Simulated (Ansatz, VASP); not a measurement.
Two plane-wave programs on CsWS3

File INCAR:

```
SYSTEM = CsWS3
  PREC = Accurate
  ENCUT = 600
  EDIFF = 1E-7
  ISMEAR = 0
  SIGMA = 0.1
  LREAL = .FALSE.
  LASPH = .TRUE.
  NELM = 60
  ALGO = Normal
  ISIF = 3
  LWAVE = .FALSE.
  LCHARG = .FALSE.
  GGA = PE
  IBRION = 2
  NSW = 90
  EDIFFG = -0.04
```

KPOINTS

```
Automatic mesh
0
G
  4 4 4
  0 0 0
```

File POSCAR:

```
CsWS3
1.0
    4.9829764200      0.0000000000      0.0000000000
    0.0000000000      4.9829764200      0.0000000000
    0.0000000000      0.0000000000      4.9829764200
Cs W S
1 1 3
Direct
    0.5000000000      0.5000000000      0.5000000000
    0.0000000000      0.0000000000      0.0000000000
    0.5000000000      0.0000000000      0.0000000000
    0.0000000000      0.5000000000      0.0000000000
    0.0000000000      0.0000000000      0.5000000000
```

Input for Ansatz:

```yaml
crystal:
  lattice:
    - [4.98297642, 0.0, 0.0]
    - [0.0, 4.98297642, 0.0]
    - [0.0, 0.0, 4.98297642]
  atoms:
    - { symbol: Cs, position: [0.5, 0.5, 0.5] }
    - { symbol: W, position: [0.0, 0.0, 0.0] }
    - { symbol: S, position: [0.5, 0.0, 0.0] }
    - { symbol: S, position: [0.0, 0.5, 0.0] }
    - { symbol: S, position: [0.0, 0.0, 0.5] }
basis:
  ecutwfc: 420
kpoints:
  mp_grid: { grid: [4, 4, 4] }
hamiltonian:
  xc: pbe
scf:
  occupations: { method: gaussian, width: 0.1 }
  lower_state_search: "off"
output:
  forces: true
  stress: true
  eigenvalues: true
relax:
  adjacent_minimum: "off"
  f_tol: 0.04
  max_steps: 70
  cell: { stress_tol: 0.4 }
```

Alike in both runs: task relaxation of cell and atoms; functional PBE; k mesh 4 × 4 × 4; occupations gaussian, width 0.1 eV; no spin polarisation.

|  | VASP | Ansatz |
| --- | --- | --- |
| version | VASP 6.6.1 | Ansatz 0.2.0 |
| potentials or method | VASP PAW PBE potentials, release 64 (Cs_sv, W_sv, S), cutoff 600 eV | scalar-relativistic, plane waves, PAW |
| valence electrons in the cell | 41 | 41 |

|  | VASP | Ansatz | Ansatz less VASP |
| --- | --- | --- | --- |
| gap on the k mesh at the Fermi level, each at its own relaxed structure (eV) | none | none | - |
| relaxed volume (Å³/atom) | 22.74 | 22.77 | +0.037 |
| relaxed length of the cell vector where the two differ most in proportion (Å) | 4.844 | 4.847 | +0.0027 |

A gap of «none» marks a metal or a gap that the smearing closes.

Neither program's run includes spin-orbit coupling.
